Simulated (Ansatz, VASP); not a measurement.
Two plane-wave programs on SiO2

```
Si O
1.0
     4.23492    0.00000    0.00000
     0.00000    4.23492    0.00000
     0.00000    0.00000    2.69075
Si O
2 4
Direct
  0.00000 0.00000 0.50000
  0.50000 0.50000 0.00000
  0.30695 0.30695 0.50000
  0.19305 0.80695 0.00000
  0.69305 0.69305 0.50000
  0.80695 0.19305 0.00000
```

Alike in both runs: task relaxation of cell and atoms; functional PBE; k mesh 6 × 6 × 8; occupations gaussian, width 0.02 eV; no spin polarisation.

```csv
,VASP,Ansatz
version,VASP 6.6.1,Ansatz 0.2.0
potentials or method,"VASP PAW PBE potentials, release 64 (Si, O), cutoff 600 eV","scalar-relativistic, plane waves, PAW"
valence electrons in the cell,32,32
```

|  | VASP | Ansatz | Ansatz less VASP |
| --- | --- | --- | --- |
| gap on the k mesh at the Fermi level, each at its own relaxed structure (eV) | 5.04 | 5.04 | -0.001 |
| relaxed volume (Å³/atom) | 8.03 | 8.05 | +0.013 |
| relaxed cell length with the largest relative difference (Å) | 4.232 | 4.236 | +0.0043 |
